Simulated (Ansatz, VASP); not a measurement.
Rb in VASP and in Ansatz

```
CELL_PARAMETERS angstrom
-2.80250 2.80250 2.80250
2.80250 -2.80250 2.80250
2.80250 2.80250 -2.80250
ATOMIC_POSITIONS crystal
Rb 0.00000 0.00000 0.00000
```

Alike in both runs: task single point; functional r2SCAN; k mesh 5 × 5 × 5; occupations fermi-dirac, width 0.05 eV; no spin polarisation.

```csv
,VASP,Ansatz
version,VASP 6.6.1,Ansatz 0.2.0
potentials or method,"VASP PAW PBE potentials, release 64 (Rb_sv), cutoff 550 eV","plane waves, PAW"
valence electrons in the cell,9,9
```

|  | VASP | Ansatz | Ansatz less VASP |
| --- | --- | --- | --- |
| pressure (GPa) | 0.2 | 0.2 | 0.00 |

VASP's potentials were made for PBE, not for r2SCAN.
